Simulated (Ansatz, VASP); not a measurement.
## One calculation of BN, two programs

```
B N
1.0
     2.52319    0.00000    0.00000
    -1.26160    2.18515    0.00000
     0.00000    0.00000    4.17513
B N
2 2
Direct
  0.33333 0.66667 0.99980
  0.66667 0.33333 0.49980
  0.33333 0.66667 0.37420
  0.66667 0.33333 0.87420
```

Alike in both runs: functional LDA; k mesh 12 × 12 × 6; occupations gaussian, width 0.02 eV; no spin polarisation.

Ansatz relaxed the structure, and its values are those at the end. VASP's run is a single point on that final structure, the one shown.

|  | VASP | Ansatz |
| --- | --- | --- |
| version | VASP 6.6.1 | Ansatz 0.2.0 |
| potentials or method | VASP PAW LDA potentials, release 64 (B, N), cutoff 600 eV | scalar-relativistic, plane waves, PAW |
| valence electrons in the cell | 16 | 16 |

```csv
,VASP,Ansatz,Ansatz less VASP
gap on the k mesh at the Fermi level (eV),4.90,4.93,+0.026
least direct gap on the mesh (eV),8.28,8.29,+0.011
pressure (GPa),0.7,0.0,-0.72
```

LDA's correlation is that of Perdew and Zunger in VASP and of Perdew and Wang (1992) in Ansatz.
